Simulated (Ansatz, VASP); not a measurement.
# Ir3O in VASP and in Ansatz

```xyz
4
Lattice="2.7646 0.0000 0.0000 -1.3823 2.3942 0.0000 0.0000 0.0000 7.7995" Properties=species:S:1:pos:R:3 pbc="T T T"
Ir    0.0000    1.5962    3.8998
Ir    0.0000    0.0000    6.0581
Ir    0.0000    0.0000    1.7415
O     0.0000    1.5962    0.0000
```

Change from the starting cell: species swapped into the Tc3N type (P-6m2, No. 187).

Alike in both runs: functional PBE; k mesh 6 × 6 × 4; occupations gaussian, width 0.1 eV; collinear spin.

Ansatz relaxed the structure, and its values are those at the end. VASP's run is a single point on that final structure, the one shown.

```csv
,VASP,Ansatz
version,VASP 6.6.1,Ansatz 0.2.0
potentials or method,"VASP PAW PBE potentials, release 64 (Ir, O), cutoff 520 eV","scalar-relativistic, plane waves, PAW"
valence electrons in the cell,33,57
```

Ansatz gave:

| Quantity | Value |
| --- | --- |
| gap on the k mesh at the Fermi level (eV) | none |
| pressure (GPa) | 0.2 |
| rms of the force components (eV/Å) | 0.005 |
| net moment per atom (μB) | 0.00 |

Q: Estimate VASP's values.

A: gap on the k mesh at the Fermi level (eV): none; pressure (GPa): 0.7; rms of the force components (eV/Å): 0.022; net moment per atom (μB): 0.00.

A gap of «none» marks a metal or a gap that the smearing closes. With one functional, cell and mesh, what is left measures potentials, basis and numerics. VASP's potentials hold 33 valence electrons a cell and Ansatz's 57, so a difference there can come from the potentials and not from the codes. Ansatz's warnings: seeded moment not kept.

The k mesh is coarse, so the values compare programs but aren't converged. Neither program's run includes spin-orbit coupling.
